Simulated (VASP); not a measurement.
Input of a VASP 6.6.1 run:

File INCAR:

```
SYSTEM = Mg3Zr
  PREC = Accurate
  ENCUT = 520
  EDIFF = 1E-6
  ISMEAR = 1
  SIGMA = 0.3
  LREAL = .False.
  LASPH = .True.
  NELM = 80
  ALGO = Normal
  ISIF = 2
  LWAVE = .False.
  LCHARG = .False.
  NBANDS = 17
```

The input KPOINTS:

```
Automatic mesh
0
Gamma
  6 6 6
  0 0 0
```

Contents of POSCAR:

```
Mg3Zr
1.0
    4.9859230000      0.0000000000      0.0000000000
    2.4929615000      4.3179359793      0.0000000000
    2.4929615000      1.4393119931      4.0709890823
Mg Zr
3 1
Direct
    0.0000000000      0.0000000000      0.0000000000
    0.2500000000      0.2500000000      0.2500000000
    0.7500000000      0.7500000000      0.7500000000
    0.5000000000      0.5000000000      0.5000000000
```

Potentials or basis: VASP PAW LDA potentials, release 64 (Mg, Zr_sv).

Launch:

```bash
$ cat potpaw_LDA.64/Mg/POTCAR potpaw_LDA.64/Zr_sv/POTCAR > POTCAR
$ mpirun -np 1 vasp_std > vasp.out
```

Q: What does it give for the pressure?

A: -3.8 GPa.

Q: Estimate the band gap on the k mesh.

A: Zero (band 9 reaches 4.60 eV, above the bottom of band 10 at 3.87 eV).
